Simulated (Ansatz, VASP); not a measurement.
**One calculation of Al, two programs**

```
Al
1.0
     2.83168    0.00000    0.00000
    -1.41584    2.45231    0.00000
     0.00000    0.00000   25.79447
Al
11
Direct
  0.00000 0.00000 0.00000
  0.33333 0.66667 0.09122
  0.00000 0.00000 0.18253
  0.33333 0.66667 0.27319
  0.66667 0.33333 0.36317
  0.00000 0.00000 0.45384
  0.66667 0.33333 0.54514
  0.00000 0.00000 0.63636
  0.66667 0.33333 0.72760
  0.00000 0.00000 0.81818
  0.33333 0.66667 0.90877
```

Alike in both runs: task single point; functional PBEsol; k mesh 30 × 30 × 4; occupations gaussian, width 0.1 eV; no spin polarisation.

```csv
,VASP,Ansatz
version,VASP 6.6.1,Ansatz 0.2.0
potentials or method,"VASP PAW PBE potentials, release 64 (Al), cutoff 500 eV","scalar-relativistic, plane waves, PAW"
valence electrons in the cell,33,33
```

VASP gave:

- gap on the k mesh at the Fermi level (eV): none
- pressure (GPa): 0.1
- traceless stress, the component that is largest in VASP (GPa): -0.24

Question: What did Ansatz give for the same quantities?

Answer: gap on the k mesh at the Fermi level (eV): none; pressure (GPa): 0.0; traceless stress, the component that is largest in VASP (GPa): -0.24.

VASP's potentials were made for PBE, not for PBEsol. A gap of «none» marks a metal or a gap that the smearing closes.
